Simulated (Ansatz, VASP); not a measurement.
## Two plane-wave programs on Ca

Contents of POSCAR:

```
Ca
1.0
    0.0000000000      2.7754464148      2.7754464148
    2.7754464148      0.0000000000      2.7754464148
    2.7754464148      2.7754464148      0.0000000000
Ca
1
Direct
    0.0000000000      0.0000000000      0.0000000000
```

The input INCAR.step1:

```
PREC = Accurate
ENCUT = 520
ISMEAR = -1
SIGMA = 0.05
LREAL = False
LASPH = True
NELM = 80
NBANDS = 11
GGA = PE
ALGO = Normal
EDIFF = 1E-4
LWAVE = True
LCHARG = False
```

Contents of INCAR.step2:

```
PREC = Accurate
ENCUT = 520
EDIFF = 1E-7
ISMEAR = -1
SIGMA = 0.05
LREAL = False
LASPH = True
NELM = 80
ALGO = Normal
ISIF = 2
LWAVE = False
LCHARG = True
METAGGA = R2SCAN
LMIXTAU = True
LELF = True
LVHAR = True
NBANDS = 11
ISTART = 1
```

The input KPOINTS:

```
Automatic mesh
0
Gamma
  8 8 8
```

input.yaml

```yaml
crystal:
  lattice:
    - [0.0, 2.7754464148, 2.7754464148]
    - [2.7754464148, 0.0, 2.7754464148]
    - [2.7754464148, 2.7754464148, 0.0]
  atoms:
    - { symbol: Ca, position: [0.0, 0.0, 0.0] }
hamiltonian:
  xc: r2scan
  pseudopotentials: { kind: paw }
kpoints:
  mp_grid: { grid: [8, 8, 8] }
scf:
  occupations: { method: fermi_dirac, width: 0.05 }
output:
  forces: true
  stress: true
  eigenvalues: true
```

Alike in both runs: task single point; functional r2SCAN; k mesh 8 × 8 × 8; occupations fermi-dirac, width 0.05 eV; no spin polarisation.

```csv
,VASP,Ansatz
version,VASP 6.6.1,Ansatz 0.2.0
potentials or method,"VASP PAW PBE potentials, release 64 (Ca_sv)",Ansatz PAW
plane-wave cutoff (eV),520,500
valence electrons in the cell,10,10
```

```tsv
	VASP	Ansatz	Ansatz less VASP
gap on the k mesh at the Fermi level (eV)	none	none	-
pressure (GPa)	0.2	0.2	-0.05
```

VASP's potentials were made for PBE, not for r2SCAN. A gap of «none» marks a metal or a gap that the smearing closes.
